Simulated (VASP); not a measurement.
Input of a VASP 6.6.1 run:

File INCAR:

```
SYSTEM = Ir
  ALGO = Fast
  EDIFF = 1E-6
  ENCUT = 520
  GGA = PE
  ISIF = 2
  ISMEAR = 0
  LASPH = .True.
  LCHARG = .True.
  LELF = .True.
  LREAL = .False.
  LVHAR = .True.
  LWAVE = .False.
  NBANDS = 10
  NELM = 80
  PREC = Accurate
  SIGMA = 0.1
```

KPOINTS

```
k-points
0
Gamma
  8 8 8
  0 0 0
```

File POSCAR:

```
Ir
1.0
    0.0000000000      1.9380596436      1.9380596436
    1.9380596436      0.0000000000      1.9380596436
    1.9380596436      1.9380596436      0.0000000000
Ir
1
Direct
    0.0000000000      0.0000000000      0.0000000000
```

Potentials or basis: VASP PAW PBE potentials, release 64 (Ir).

Command:

```console
$ cat potpaw_PBE.64/Ir/POTCAR > POTCAR
$ mpirun -np 1 vasp_std > vasp.out
```

Estimate the pressure.

0.3 GPa.
